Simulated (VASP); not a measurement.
Mg, 2 atoms in the cell. Symmetry: P6_3/mmc, No. 194, hexagonal system. Conventional cell: a = 3.166 Å, b = 3.166 Å, c = 5.140 Å, α = 90.00°, β = 90.00°, γ = 120.00°. Mg (site symmetry -6m2) has 12 Mg at 3.15 to 3.17 Å within 4.1 Å. 

| Property | Result |
| --- | --- |
| Program | VASP 6.6.1 |
| Task | single point |
| Functional | PBE |
| Potentials or basis | VASP PAW PBE potentials, release 64 (Mg) |
| Cutoff | 520 eV |
| k mesh | 10 × 10 × 5 |
| Occupations | fermi-dirac, width 0.05 eV |
| Spin | no spin polarisation |
| Dipole correction | no |
| Further INCAR settings | ALGO = Normal; EDIFF = 1e-06; NBANDS = 9 |

Potentials or basis: VASP PAW PBE potentials, release 64 (Mg).

Run with:

```bash
$ cat potpaw_PBE.64/Mg/POTCAR > POTCAR
$ mpirun -np 1 vasp_std > vasp.out
```

Hardware: 1 thread of Intel(R) Xeon(R) 6975P-C (Granite Rapids) (shared host).

Q: Estimate the wall time of this run.

A: It took 4.8 s on 1 thread of Intel(R) Xeon(R) 6975P-C (Granite Rapids), with other jobs on the host, peak memory 0.15 GiB. Counts: scf iterations 10, k points 42.
